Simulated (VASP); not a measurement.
Wanted: the native input for a VASP 6.6.1 run.

* Task: single point
* Functional: LDA
* Potentials or basis: VASP PAW LDA potentials, release 64 (Zr_sv, B)
* Cutoff: 520 eV
* k mesh: 16 × 16 × 16
* Occupations: gaussian, width 0.15 eV
* Spin: no spin polarisation
* Dipole correction: no
* Further INCAR settings: ALGO = Normal; EDIFF = 1e-07; NBANDS = 14

The structure of ZrB lies in POSCAR:

```
ZrB
1.0
    0.0000000000      2.4153850465      2.3267404153
    2.5844619998      0.0000000000      2.3267404153
    2.5844619998      2.4153850465      0.0000000000
Zr B
1 1
Direct
    0.0000000000      0.0000000000      0.0000000000
    0.5000000000      0.5000000000      0.5000000000
```

This cell differs from its parent crystal: normal strain along x +0.0700, normal strain along z -0.0367.

These files were run (other wordings do the same):

INCAR

```
SYSTEM = ZrB
ALGO     = Normal         ! electronic algorithm
EDIFF    = 1E-7           ! SCF threshold, eV
ENCUT    = 520            ! plane-wave cutoff, eV
GGA      = CA             ! functional
ISIF     = 2              ! what is computed and relaxed
ISMEAR   = 0              ! smearing method
LASPH    = .True.         ! aspherical terms in the spheres
LCHARG   = .False.        ! write CHGCAR
LREAL    = .False.        ! projectors in reciprocal space
LWAVE    = .False.        ! write WAVECAR
NBANDS   = 14             ! bands
NELM     = 80             ! most SCF steps
PREC     = Accurate       ! precision mode
SIGMA    = 0.15           ! smearing width, eV
```

KPOINTS

```
k-points
0
Gamma
  16 16 16
  0 0 0
```

Potentials or basis: VASP PAW LDA potentials, release 64 (Zr_sv, B).

Run with:

```sh
$ cat potpaw_LDA.64/Zr_sv/POTCAR potpaw_LDA.64/B/POTCAR > POTCAR
$ mpirun -np 1 vasp_std > vasp.out
```

It gave:

```
Pressure               : -2.5 GPa
Band gap on the k mesh : zero (an odd number of electrons rules out a gap without spin polarisation)
```

Caveat: the cell differs from its parent crystal (normal strain along x +0.0700, normal strain along z -0.0367).

Run time: 3.2 min on 1 thread of Intel(R) Xeon(R) Platinum 8259CL CPU @ 2.50GHz (Skylake/Cascade Lake), on a shared host, peak memory 0.36 GiB.
